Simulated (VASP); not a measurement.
# F (C2/c) in VASP: notebook, part 2 of 2

VASP 6.6.1.

### 4 Single point, LDA

Input file INCAR:

```
SYSTEM = F
PREC = Accurate
ENCUT = 520
EDIFF = 1E-6
ISMEAR = 0
SIGMA = 0.01
LREAL = .False.
LASPH = .True.
NELM = 80
ALGO = Normal
ISIF = 2
LWAVE = .False.
LCHARG = .False.
GGA = CA
NBANDS = 22
```

Input file KPOINTS:

```
Automatic mesh
0
Gamma
  10 10 4
  0 0 0
```

Input file POSCAR:

```
F
1.0
    2.4704060226     -1.6156446729      0.1165140155
    2.4704060226      1.6156446729      0.1165140155
   -0.2647424438      0.0000000000      6.5292187134
F
4
Direct
    0.5941752474      0.9046440903      0.5964352601
    0.0953559097      0.4058247526      0.9035647399
    0.4058247526      0.0953559097      0.4035647399
    0.9046440903      0.5941752474      0.0964352601
```

Potentials or basis: VASP PAW LDA potentials, release 64 (F).

Command:

```
$ cat potpaw_LDA.64/F/POTCAR > POTCAR
$ mpirun -np 1 vasp_std > vasp.out
```

OUTCAR:

```text
SYSTEM = F
   PREC = Accurate
   ENCUT = 520
   EDIFF = 1E-6
   ISMEAR = 0
   LREAL = .False.
   LASPH = .True.
   NELM = 80
   ISIF = 2
   GGA = CA

 ion  position               nearest neighbor table
   1  0.594  0.905  0.596-   3 1.40
   2  0.095  0.406  0.904-   4 1.40
   3  0.406  0.095  0.404-   1 1.40
   4  0.905  0.594  0.096-   2 1.40

  LATTYP: Found a base centered monoclinic cell.
 ALAT       =     4.9463042496
 B/A-ratio  =     0.6532734710
 C/A-ratio  =     1.3211042993
 COS(beta)  =    -0.0066038012

  Lattice vectors:

 A1 = (  -2.4704060226,   1.6156446729,  -0.1165140155)
 A2 = (  -2.4704060226,  -1.6156446729,  -0.1165140155)
 A3 = (  -0.2647424438,   0.0000000000,   6.5292187134)

Analysis of symmetry for initial positions (statically):
=====================================================================
 Subroutine PRICEL returns:
 Original cell was already a primitive cell.

 Routine SETGRP: Setting up the symmetry group for a
 base centered monoclinic supercell.

 Subroutine GETGRP returns: Found  4 space group operations
 (whereof  2 operations were pure point group operations)
 out of a pool of  4 trial point group operations.

The static configuration has the point symmetry S_2 .
 The point group associated with its full space group is C_2h.

Analysis of symmetry for dynamics (positions and initial velocities):
=====================================================================
 Subroutine PRICEL returns:
 Original cell was already a primitive cell.

 Routine SETGRP: Setting up the symmetry group for a
 base centered monoclinic supercell.

 Subroutine GETGRP returns: Found  4 space group operations
 (whereof  2 operations were pure point group operations)
 out of a pool of  4 trial point group operations.

The dynamic configuration has the point symmetry S_2 .
 The point group associated with its full space group is C_2h.

 Subroutine INISYM returns: Found  4 space group operations
 (whereof  2 operations are pure point group operations),
 and found     1 'primitive' translations

----------------------------------------------------------------------------------------

                                     Primitive cell

  volume of cell :      52.2198

  direct lattice vectors                    reciprocal lattice vectors
     2.470406023 -1.615644673  0.116514015     0.202009562 -0.309473988  0.008190950
     2.470406023  1.615644673  0.116514015     0.202009562  0.309473988  0.008190950
    -0.264742444  0.000000000  6.529218713    -0.007209728  0.000000000  0.152865346

  length of vectors
     2.954113935  2.954113935  6.534583810     0.369660796  0.369660796  0.153035271

  position of ions in fractional coordinates (direct lattice)
     0.594175247  0.904644090  0.596435260
     0.095355910  0.405824753  0.903564740
     0.405824753  0.095355910  0.403564740
     0.904644090  0.594175247  0.096435260

  ion indices of the primitive-cell ions
[... 20 lines left out ...]

  Length of vectors
     0.036966080  0.036966080  0.038258818

  Shift w.r.t. Gamma in fractional coordinates (k-lattice)
     0.000000000  0.000000000  0.000000000

 Subroutine IBZKPT returns following result:
 ===========================================

 Found    117 irreducible k-points:

 Following reciprocal coordinates:
            Coordinates               Weight
  0.000000  0.000000  0.000000      1.000000
  0.100000  0.000000 -0.000000      4.000000
  0.200000  0.000000 -0.000000      4.000000
  0.300000  0.000000  0.000000      4.000000
  0.400000 -0.000000 -0.000000      4.000000
  0.500000 -0.000000 -0.000000      2.000000
[... 16 lines left out ...]
  0.300000  0.300000  0.000000      2.000000
  0.400000  0.300000 -0.000000      4.000000
 [... further k-points ...]
   k-points           NKPTS =    117   k-points in BZ     NKDIM =    117   number of bands    NBANDS=     22
   number of dos      NEDOS =    301   number of ions     NIONS =      4
   total plane-waves  NPLWV =  28800
   dimension x,y,z NGX =    24 NGY =   24 NGZ =   50
   dimension x,y,z NGXF=    48 NGYF=   48 NGZF=  100
   ions per type =               4
   NGX,Y,Z   is equivalent  to a cutoff of  13.51, 13.51, 12.72 a.u.
   NGXF,Y,Z  is equivalent  to a cutoff of  27.01, 27.01, 25.44 a.u.
 SYSTEM =  F
   PREC   = accura    normal or accurate (medium, high low for compatibility)
   ISTART =      0    job   : 0-new  1-cont  2-samecut
   ICHARG =      2    charge: 1-file 2-atom 10-const
   ISPIN  =      1    spin polarized calculation?
   LNONCOLLINEAR =      F non collinear calculations
   LSORBIT =      F    spin-orbit coupling
   LASPH  =      T    aspherical Exc in radial PAW
   ENCUT  =  520.0 eV  38.22 Ry    6.18 a.u.   5.49  5.49 12.15*2*pi/ulx,y,z
   NELM   =     80;   NELMIN=  2; NELMDL= -5     # of ELM steps
   EDIFF  = 0.1E-05   stopping-criterion for ELM
   LREAL  =      F    real-space projection
   EDIFFG = 0.1E-04   stopping-criterion for IOM
   NSW    =      0    number of steps for IOM
   IBRION =     -1    ionic relax: 0-MD 1-quasi-New 2-CG
   NFREE  =      0    steps in history (QN), initial steepest desc. (CG)
   ISIF   =      2    stress and relaxation
   ISYM   =      2    0-nonsym 1-usesym 2-fastsym
   POTIM  = 0.5000    time-step for ionic-motion
   TEBEG  =    0.0;   TEEND  =   0.0 temperature during run
   PSTRESS=    0.0 pullay stress
   NELECT =      28.0000    total number of electrons
   NUPDOWN=      -1.0000    fix difference up-down
   EMIN   =  10.00;   EMAX   =-10.00  energy-range for DOS
   EFERMI =   0.00;   METHOD = LEGACY
   ISMEAR =     0;   SIGMA  =   0.01  broadening in eV -4-tet -1-fermi 0-gaus
   EFERMI_NEDOS =   21; number of points for ismear=-14 and -15
   IALGO  =     38    algorithm
   IMIX   =      4    mixing-type and parameters
     AMIX     =   0.40;   BMIX     =  1.00
     AMIX_MAG =   1.60;   BMIX_MAG =  1.00
  volume/ion in A,a.u.               =      13.05        88.10
  Fermi-wavevector in a.u.,A,eV,Ry     =   1.329992  2.513321 24.067067  1.768880
  Thomas-Fermi vector in A             =   2.459113
   LORBIT       =      0    0 simple, 1 ext, 2 COOP (PROOUT), +10 PAW based schemes
   GGA     = CA    functional components
   LHFCALC =     F    Hartree Fock is set to
   AEXX    =    0.0000 exact exchange contribution
   IVDW    =     0    specifies the selected vdW correction
   LEPSILON=     F    determine dielectric tensor
   LRPA    =     F    only Hartree local field effects (RPA)
 non-spin polarized calculation
 Gauss-broadening in eV      SIGMA  =   0.01
  energy-cutoff  :      520.00
  volume of cell :       52.22
 maximum number of plane-waves:      1425
 NGX is ok and might be reduce to    24
   NGX = 11   NGY = 11   NGZ = 25

 number of electron      28.0000018 magnetization

 Free energy of the ion-electron system (eV)
  ---------------------------------------------------
  ext. energy  EPLUGINS =         0.00000000
  ---------------------------------------------------
  free energy    TOTEN  =        -8.65425383 eV

  energy without entropy =       -8.65425383  energy(sigma->0) =       -8.65425383

 E-fermi :  -4.2305     XC(G=0):  -9.3442

 val. band max:       -4.3796301447   @ k =   0.0000   0.0000   0.0000
 cond. band min:      -1.7615899147   @ k =   0.0000   0.0000   0.0000
 fundamental gap:      2.6180402300
 Fermi energy:        -4.2304532283

 k-point     1 :       0.0000    0.0000    0.0000
  band No.  band energies     occupation
      1     -29.5053      2.00000
      2     -29.3104      2.00000
      3     -22.8797      2.00000
      4     -22.2916      2.00000
      5     -11.5174      2.00000
      6     -10.3900      2.00000
[... 589 lines left out ...]
     21      13.7321      0.00000
     22      14.8425      0.00000

 [... further k-points ...]

------------------------ aborting loop because EDIFF is reached ----------------------------------------

  FORCE on cell =-STRESS in cart. coord.  units (eV):
  Direction    XX          YY          ZZ          XY          YZ          ZX
  --------------------------------------------------------------------------------------
  -------------------------------------------------------------------------------------
  Total       -0.4602700     -0.5338183     -0.2119629      0.0000000      0.0000000     -0.0138288
  in kB      -14.1217359    -16.3783021     -6.5033219      0.0000000      0.0000000     -0.4242884
  external PRESSURE =     -12.3344533 kB  Pullay stress =       0.0000000 kB

 VOLUME and BASIS-vectors are now :
 -----------------------------------------------------------------------------
  energy-cutoff  :      520.00
  volume of cell :       52.22
      direct lattice vectors                 reciprocal lattice vectors
     2.470406023 -1.615644673  0.116514015     0.202009562 -0.309473988  0.008190950
     2.470406023  1.615644673  0.116514015     0.202009562  0.309473988  0.008190950
    -0.264742444  0.000000000  6.529218713    -0.007209728  0.000000000  0.152865346

 POSITION                                       TOTAL-FORCE (eV/Angst)
 -----------------------------------------------------------------------------------
      3.54479      0.50161      4.06889        -0.014001     -0.129611      0.327051
      0.99891      0.50161      5.95797         0.014001     -0.129611     -0.327051
      1.13128     -0.50161      2.69336         0.014001      0.129611     -0.327051
      3.67716     -0.50161      0.80428        -0.014001      0.129611      0.327051
 -----------------------------------------------------------------------------------
    total drift:                               -0.000000     -0.000000      0.000000

  FREE ENERGIE OF THE ION-ELECTRON SYSTEM (eV)
  ---------------------------------------------------
  free  energy   TOTEN  =        -8.6542538257 eV

  energy  without entropy=       -8.6542538257  energy(sigma->0) =       -8.65425383
```

Run time: 1.7 min. Hardware: 1 thread of Intel Xeon Platinum 8259CL at 2.50GHz (Skylake/Cascade Lake), shared host; peak memory 0.2 GiB.

Results:

```
Free energy            : -8.6543 eV
Pressure               : -1.2 GPa
Largest force          : 0.352 eV/Å
Band gap on the k mesh : 2.62 eV
```

Forces on the atoms (eV/Å):
```
F   -0.014 -0.130  0.327
F    0.014 -0.130 -0.327
F    0.014  0.130 -0.327
F   -0.014  0.130  0.327
```

### 5 Overview

| level | potentials or basis | k mesh | smearing | gap on the mesh (eV) | pressure (GPa) | largest force (eV/Å) |
| --- | --- | --- | --- | --- | --- | --- |
| PBE | VASP PAW PBE potentials, release 64 (F) | 6 × 6 × 2 | gaussian 0.01 eV | 2.88 | 5.0 | 1.00 |
| PBE | VASP PAW PBE potentials, release 64 (F) | 10 × 10 × 4 | fermi-dirac 0.02 eV | 2.88 | 5.0 | 1.00 |
| LDA | VASP PAW LDA potentials, release 64 (F) | 10 × 10 × 4 | gaussian 0.01 eV | 2.62 | -1.2 | 0.35 |

Alike in all rows: task single point; no spin polarisation; cell as given; cutoff (eV) 520.

Caveats: some runs use coarse meshes; this functional lacks dispersion, which holds the molecules together, so the pressure and a relaxed volume are unreliable (at least some runs); forces of over 1 eV/Å act on the atoms, so gaps and moduli don't describe the material at rest (at least some runs); the cell stands under pressure (at least some runs).

Total energies depend on the potentials used, so only differences within one code and one set of settings carry meaning.
